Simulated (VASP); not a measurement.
# Ti (P6/mmm) in VASP: a series of runs, part 2 of 2

VASP 6.6.1. Earlier steps stand in the parts before.

### 5 Single point, PBE

INCAR

```
SYSTEM = Ti
ALGO = Fast
EDIFF = 1E-6
ENCUT = 520
GGA = PE
ISIF = 2
ISMEAR = -1
LASPH = .True.
LCHARG = .True.
LELF = .True.
LREAL = .False.
LVHAR = .True.
LWAVE = .False.
NBANDS = 25
NELM = 80
PREC = Accurate
SIGMA = 0.05
```

KPOINTS

```
k-points
0
Gamma
  7 7 9
  0 0 0
```

POSCAR

```
Ti
1.0
    4.5673748306      0.0000000000      0.0000000000
   -2.2836874153      3.9554626319      0.0000000000
    0.0000000000      0.0000000000      2.8262442700
Ti
3
Direct
    0.6666666667      0.3333333333      0.5000000000
    0.3333333333      0.6666666667      0.5000000000
    0.0000000000      0.0000000000      0.0000000000
```

Potentials or basis: VASP PAW PBE potentials, release 64 (Ti_sv).

Run with:

```
> cat potpaw_PBE.64/Ti_sv/POTCAR > POTCAR
> mpirun -np 1 vasp_std > vasp.out
```

OUTCAR:

```text
SYSTEM = Ti
   EDIFF = 1E-6
   ENCUT = 520
   GGA = PE
   ISIF = 2
   ISMEAR = -1
   LASPH = .True.
   LREAL = .False.
   NELM = 80
   PREC = Accurate

 ion  position               nearest neighbor table
   1  0.667  0.333  0.500-   2 2.64   2 2.64   2 2.64
   2  0.333  0.667  0.500-   1 2.64   1 2.64   1 2.64
   3  0.000  0.000  0.000-

  LATTYP: Found a hexagonal cell.
 ALAT       =     4.5673748306
 C/A-ratio  =     0.6187896494

  Lattice vectors:

 A1 = (   4.5673748306,   0.0000000000,   0.0000000000)
[... 194 lines left out ...]
      6     -24.6472      2.00000
[... 661 lines left out ...]
     24      11.0243      0.00000
     25      11.0431      0.00000

 [... further k-points ...]
[... 5 lines left out ...]
  --------------------------------------------------------------------------------------
  -------------------------------------------------------------------------------------
  Total        0.1826932      0.1826932      0.1317935      0.0000000      0.0000000     -0.0000000
  in kB        5.7327002      5.7327002      4.1355293      0.0000000      0.0000000     -0.0000000
  external PRESSURE =       5.2003099 kB  Pullay stress =       0.0000000 kB

 VOLUME and BASIS-vectors are now :
 -----------------------------------------------------------------------------
  energy-cutoff  :      520.00
  volume of cell :       51.06
      direct lattice vectors                 reciprocal lattice vectors
     4.567374831  0.000000000  0.000000000     0.218944150  0.126407464  0.000000000
    -2.283687415  3.955462632  0.000000000     0.000000000  0.252814928  0.000000000
     0.000000000  0.000000000  2.826244270     0.000000000  0.000000000  0.353826458

 POSITION                                       TOTAL-FORCE (eV/Angst)
 -----------------------------------------------------------------------------------
      2.28369      1.31849      1.41312         0.000000     -0.000000     -0.000000
     -0.00000      2.63698      1.41312        -0.000000      0.000000      0.000000
      0.00000      0.00000      0.00000        -0.000000      0.000000     -0.000000
 -----------------------------------------------------------------------------------
    total drift:                                0.000000      0.000000     -0.000000

  FREE ENERGIE OF THE ION-ELECTRON SYSTEM (eV)
  ---------------------------------------------------
  free  energy   TOTEN  =       -23.5343406455 eV

  energy  without entropy=      -23.5121910693  energy(sigma->0) =      -23.52326586
```

stdout:

```text
POSCAR found type information on POSCAR Ti
 POSCAR found :  1 types and       3 ions
 scaLAPACK will be used
 LDA part: xc-table for (Slater+PW92), standard interpolation
 POSCAR, INCAR and KPOINTS ok, starting setup
 FFT: planning ... GRIDC
 FFT: planning ... GRID_SOFT
 FFT: planning ... GRID
 WAVECAR not read
 entering main loop
WARNING in EDDRMM: call to ZHEGV failed, returncode =   6  3      4
WARNING in EDDRMM: call to ZHEGV failed, returncode =   8  4      5
WARNING in EDDRMM: call to ZHEGV failed, returncode =   6  3     23
WARNING in EDDRMM: call to ZHEGV failed, returncode =   8  4     23
WARNING in EDDRMM: call to ZHEGV failed, returncode =   8  4     11
WARNING in EDDRMM: call to ZHEGV failed, returncode =   6  3     23
WARNING in EDDRMM: call to ZHEGV failed, returncode =   8  4     22
WARNING in EDDRMM: call to ZHEGV failed, returncode =   6  3     20
```

Wall time 4.1 min (1 thread of Intel Xeon Platinum 8375C at 2.90GHz (Ice Lake), shared host); peak memory 0.19 GiB.

Results:

```yaml
Free_energy: -23.5343 eV
Pressure: 0.5 GPa
Band_gap_on_the_k_mesh: zero (band 18 reaches 8.63 eV, above the bottom of band 19 at 8.37 eV)
```

Stress tensor (GPa, compression positive):
```
0.57 0.00 0.00
0.00 0.57 0.00
0.00 0.00 0.41
```

Levels at points of the mesh, in eV from the Fermi level:
```
           k point  band 16  band 17  band 18  band 19  band 20  band 21
(0.00, 0.00, 0.00)    -0.70    -0.61    -0.61    -0.02     0.69     1.30
```

### 6 Single point, PBE

This run uses another cell than the first one, of 16.68 Å³/atom, 0.980 times its volume.

INCAR

```
PREC = Accurate
ENCUT = 520
EDIFF = 1E-6
ISMEAR = -1
SIGMA = 0.05
LREAL = F
LASPH = T
NELM = 60
ALGO = Fast
ISIF = 2
LWAVE = F
LCHARG = F
GGA = PE
NBANDS = 25
```

KPOINTS

```
Automatic mesh
0
Gamma
  7 7 9
```

POSCAR

```
Ti
1.0
    4.5367203846      0.0000000000      0.0000000000
   -2.2683601923      3.9289151029      0.0000000000
    0.0000000000      0.0000000000      2.8072756161
Ti
3
Direct
    0.6666666667      0.3333333333      0.5000000000
    0.3333333333      0.6666666667      0.5000000000
    0.0000000000      0.0000000000      0.0000000000
```

Potentials or basis: VASP PAW PBE potentials, release 64 (Ti_sv).

Run with:

```
> cat potpaw_PBE.64/Ti_sv/POTCAR > POTCAR
> mpirun -np 1 vasp_std > vasp.out
```

Wall time 2.4 min (1 thread of Intel Xeon Platinum 8488C (Sapphire Rapids), shared host); peak memory 0.19 GiB.

Results (log left out):

| Item | Value |
| --- | --- |
| Free energy | -23.5229 eV |
| Pressure | 2.5 GPa |
| Band gap on the k mesh | zero (band 18 reaches 8.85 eV, above the bottom of band 19 at 8.57 eV) |

Levels at points of the mesh, in eV from the Fermi level:
```
           k point  band 15  band 16  band 17  band 18  band 19  band 20  band 21  band 22
(0.00, 0.00, 0.00)    -0.71    -0.71    -0.62    -0.62    -0.02     0.70     1.32     1.32
```

### 7 The runs side by side

```csv
level,potentials or basis,cell,smearing,gap on the mesh (eV),pressure (GPa)
LDA,"VASP PAW LDA potentials, release 64 (Ti_sv)","a = 4.567, b = 4.567, c = 2.826 Å, angles 90.0, 90.0, 120.0°, 3 atoms",gaussian 0.05 eV,none,-8.1
revPBE+D4,"VASP PAW PBE potentials, release 64 (Ti_sv)","a = 4.785, b = 4.785, c = 2.961 Å, angles 90.0, 90.0, 120.0°, 3 atoms",methfessel-paxton 0.1 eV,none,-12.1
r2SCAN+rVV10,"VASP PAW PBE potentials, release 64 (Ti_sv)","a = 4.567, b = 4.567, c = 2.826 Å, angles 90.0, 90.0, 120.0°, 3 atoms",methfessel-paxton 0.1 eV,none,-0.7
PBE,"VASP PAW PBE potentials, release 64 (Ti_sv)","a = 4.567, b = 4.567, c = 2.826 Å, angles 90.0, 90.0, 120.0°, 3 atoms",fermi-dirac 0.05 eV,none,0.5
PBE,"VASP PAW PBE potentials, release 64 (Ti_sv)","a = 4.537, b = 4.537, c = 2.807 Å, angles 90.0, 90.0, 120.0°, 3 atoms",fermi-dirac 0.05 eV,none,2.5
```

Alike in all rows: task single point; no spin polarisation; k mesh 7 × 7 × 9; cutoff (eV) 520.

Caveats: the PAW data sets were made with another functional, which shifts forces and pressure a little (some runs); pairwise dispersion overbinds metals, which lowers pressure and volume (some runs).

Absolute energies hang on the potentials; compare differences alone.
